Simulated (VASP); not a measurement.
A run of VASP 6.6.1 is set up as follows.

The input INCAR:

```
SYSTEM = NbP
  PREC = Accurate
  ENCUT = 520
  EDIFF = 1E-6
  ISMEAR = -1
  SIGMA = 0.05
  LREAL = .False.
  LASPH = .True.
  NELM = 100
  ALGO = Normal
  ISIF = 2
  LWAVE = .False.
  LCHARG = .False.
  GGA = PE
  NBANDS = 26
```

KPOINTS

```
regular mesh
0
Gamma
  11 11 11
  0 0 0
```

File POSCAR:

```
NbP
1.0
   -1.6860157846      1.6860157846      5.7781232452
    1.6860157846     -1.6860157846      5.7781232452
    1.6860157846      1.6860157846     -5.7781232452
Nb P
2 2
Direct
    0.2498808000      0.7498808000      0.5000000000
    0.4998808000      0.4998808000      0.0000000000
    0.8327477700      0.3327477700      0.5000000000
    0.0827477700      0.0827477700      0.0000000000
```

Potentials or basis: VASP PAW PBE potentials, release 64 (Nb_sv, P).

Launch:

```bash
$ cat potpaw_PBE.64/Nb_sv/POTCAR potpaw_PBE.64/P/POTCAR > POTCAR
$ mpirun -np 1 vasp_std > vasp.out
```

Task: Predict the largest force.

Result: 0.008 eV/Å.

Task: Estimate the pressure.

Result: -4.9 GPa.

Task: What does it give for the band gap on the k mesh?

Result: Zero (filled and empty bands touch).

Forces in eV/Å, atoms in the order of the input:
```
Nb   0.000  0.000  0.008
Nb   0.000  0.000  0.008
P    0.000  0.000 -0.008
P    0.000  0.000 -0.008
```

Caveat: the cell stands under tension.
